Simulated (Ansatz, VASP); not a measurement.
**Two plane-wave programs on CdS**

```
Cd S
1.0
     3.95637    0.00000    0.00000
    -1.97819    3.42632    0.00000
     0.00000    0.00000    7.08236
Cd S
2 2
Direct
  0.33333 0.66667 0.01027
  0.66667 0.33333 0.51027
  0.33333 0.66667 0.36473
  0.66667 0.33333 0.86473
```

Change from the starting cell: epitaxial_xy strain -5.0%.

Alike in both runs: task single point; functional r2SCAN; k mesh 12 × 12 × 4; no spin polarisation.

```csv
,VASP,Ansatz
version,VASP 6.6.1,Ansatz 0.2.0
potentials or method,"VASP PAW PBE potentials, release 64 (Cd, S)","plane waves, PAW"
plane-wave cutoff (eV),520,500
occupations,"gaussian, width 0.01 eV",fixed
valence electrons in the cell,36,52
```

Ansatz gave:

| Item | Value |
| --- | --- |
| gap on the k mesh at the Fermi level (eV) | 1.42 |
| pressure (GPa) | 3.3 |
| traceless stress, the component that is largest in VASP (GPa) | -3.28 |
| rms of the force components (eV/Å) | 0.001 |

What did VASP give for the same quantities?

gap on the k mesh at the Fermi level (eV): 1.42; pressure (GPa): 3.7; traceless stress, the component that is largest in VASP (GPa): -3.29; rms of the force components (eV/Å): 0.004.

VASP's potentials were made for PBE, not for r2SCAN. Atom by atom the forces differ by 0.005 eV/Å (rms over components). VASP's potentials hold 36 valence electrons a cell and Ansatz's 52, so a difference there can come from the potentials and not from the codes.
